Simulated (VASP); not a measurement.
Wanted: the native input for a VASP 6.6.1 run.

```
Task                   : single point
Functional             : PBE
Potentials or basis    : VASP PAW PBE potentials, release 64 (Ta_pv, Ga_d, Mo_sv)
Cutoff                 : 520 eV
k mesh                 : 4 × 4 × 4
Occupations            : gaussian, width 0.1 eV
Spin                   : no spin polarisation
Dipole correction      : no
Further INCAR settings : ALGO = Normal; EDIFF = 1e-06; NBANDS = 41
```

The structure of TaGaMo3 lies in POSCAR:

```
TaGaMo3
1.0
    4.1999538400      0.0000000000      0.0000000000
    0.0000000000      4.1999538400      0.0000000000
    0.0000000000      0.0000000000      4.7201525700
Ta Ga Mo
1 1 3
Direct
    0.0000000000      0.0000000000      0.0000000000
    0.5000000000      0.5000000000      0.5000000000
    0.0000000000      0.0000000000      0.5000000000
    0.0000000000      0.5000000000      0.0000000000
    0.5000000000      0.0000000000      0.0000000000
```

These files were run (other wordings do the same):

INCAR

```
ALGO = Normal
EDIFF = 1E-6
ENCUT = 520
GGA = PE
ISIF = 2
ISMEAR = 0
LASPH = True
LCHARG = True
LELF = True
LREAL = False
LVHAR = True
LWAVE = False
NBANDS = 41
NELM = 60
PREC = Accurate
SIGMA = 0.1
```

KPOINTS

```
k-points
0
Gamma
  4 4 4
```

Potentials or basis: VASP PAW PBE potentials, release 64 (Ta_pv, Ga_d, Mo_sv).

Launch:

```console
$ cat potpaw_PBE.64/Ta_pv/POTCAR potpaw_PBE.64/Ga_d/POTCAR potpaw_PBE.64/Mo_sv/POTCAR > POTCAR
$ mpirun -np 1 vasp_std > vasp.out
```

It gave:

```json
{"Pressure": "57.4 GPa", "Band gap on the k mesh": "zero (band 33 reaches 10.09 eV, above the bottom of band 34 at 8.91 eV)"}
```

Caveat: the k points lie up to 0.37 Å⁻¹ apart; spin-orbit coupling is left out, which moves the levels of the heavy elements.

It took 38 s on 1 thread of Intel(R) Xeon(R) Platinum 8488C (Sapphire Rapids) (shared host), peak memory 0.22 GiB.
